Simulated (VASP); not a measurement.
Here is a VASP 6.6.1 calculation.

File INCAR:

```
PREC = Accurate ; ENCUT = 600
EDIFF = 1E-7 ; ISMEAR = 0
SIGMA = 0.1 ; LREAL = F
LASPH = T ; NELM = 60
ALGO = Fast ; ISIF = 3
LWAVE = F ; LCHARG = F
GGA = PE ; IBRION = 2
NSW = 80 ; EDIFFG = -0.001
```

File KPOINTS:

```
regular mesh
0
Gamma
  10 10 2
```

POSCAR

```
Si3Bi2TeSe2
1.0
    3.4426309879     -1.9067793045      0.0145644693
    3.4426309879      1.9067793045      0.0145644693
   -3.2550901683      0.0000000000     15.3928149902
Si Bi Te Se
3 2 1 2
Direct
    0.3915457619      0.3915457619      0.5988949325
    0.7588765632      0.7588765632      0.4920359429
    0.0537627652      0.0537627652      0.4337209806
    0.6125302378      0.6125302378      0.1513319443
    0.8159384873      0.8159384873      0.8537364110
    0.2161809315      0.2161809315      0.9994164711
    0.9944907614      0.9944907614      0.2797918734
    0.1483315042      0.1483315042      0.6910714441
```

Potentials or basis: VASP PAW PBE potentials, release 64 (Si, Bi_d, Te, Se).

Run with:

```console
$ cat potpaw_PBE.64/Si/POTCAR potpaw_PBE.64/Bi_d/POTCAR potpaw_PBE.64/Te/POTCAR potpaw_PBE.64/Se/POTCAR > POTCAR
$ mpirun -np 1 vasp_std > vasp.out
```

Estimate the space group after relaxing (to 0.1 Å).

Cm (No. 8).

What does it give for the relaxed cell?

a = 3.933 Å, b = 3.933 Å, c = 15.749 Å, α = 100.19°, β = 100.19°, γ = 57.95°.

Final structure:
```
Si Bi Te Se
1.0
     3.44033   -1.90520    0.01489
     3.44033    1.90520    0.01489
    -3.25151    0.00000   15.40952
Si Bi Te Se
3 2 1 2
Cartesian
  0.7476 0.0000 9.2402
  3.6224 0.0000 7.6027
  -1.0394 0.0000 6.6845
  3.7228 0.0000 2.3521
  2.8384 0.0000 13.1831
  -1.7614 0.0000 15.4072
  5.9332 0.0000 4.3414
  -1.2302 0.0000 10.6505
```
